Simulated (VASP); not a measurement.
Write the native input for VASP 6.6.1 that does the following.

* Task: single point
* Functional: PBE
* Potentials or basis: VASP PAW PBE potentials, release 64 (Si, C)
* Cutoff: 520 eV
* k mesh: 6 × 6 × 6
* Occupations: gaussian, width 0.05 eV
* Spin: no spin polarisation
* Dipole correction: no
* Further INCAR settings: ALGO = Normal; EDIFF = 1e-06; NBANDS = 26

The structure of SiC lies in POSCAR:

```
SiC
1.0
    4.3480000000      0.0000000000      0.0000000000
    0.0000000000     -4.3480000000      0.0000000000
    0.0000000000      0.0000000000     -4.3480000000
Si C
4 4
Direct
    0.0000000000      0.5413983441      0.5000000000
    0.5000000000      0.0000000000      0.5000000000
    0.5000000000      0.5000000000      0.0000000000
    0.0000000000      0.0000000000      0.0000000000
    0.7500000000      0.7500000000      0.7500000000
    0.2500000000      0.2500000000      0.7500000000
    0.2500000000      0.7500000000      0.2500000000
    0.7500000000      0.2500000000      0.2500000000
```

This cell differs from its parent crystal: atom 1 (Si) moved -0.180 Å along Cartesian [0 1 0].

The input as run:

INCAR

```
SYSTEM = SiC
PREC = Accurate ; ENCUT = 520
EDIFF = 1E-6 ; ISMEAR = 0
SIGMA = 0.05 ; LREAL = .FALSE.
LASPH = .TRUE. ; NELM = 80
ALGO = Normal ; ISIF = 2
LWAVE = .FALSE. ; LCHARG = .FALSE.
GGA = PE ; NBANDS = 26
```

KPOINTS

```
regular mesh
0
G
  6 6 6
  0 0 0
```

Potentials or basis: VASP PAW PBE potentials, release 64 (Si, C).

Launch:

```bash
$ cat potpaw_PBE.64/Si/POTCAR potpaw_PBE.64/C/POTCAR > POTCAR
$ mpirun -np 1 vasp_std > vasp.out
```

It gave:

The pressure is 5.9 GPa, the largest force is 4.548 eV/Å and the band gap on the k mesh is 0.63 eV, direct.

Caveat: the cell differs from its parent crystal (atom 1 (Si) moved -0.180 Å along Cartesian [0 1 0]); forces of over 1 eV/Å act on the atoms, so gaps and moduli don't describe the material at rest.

Wall time 92 s on 1 thread of Intel Xeon 8259CL, on a shared host, peak memory 0.22 GiB.
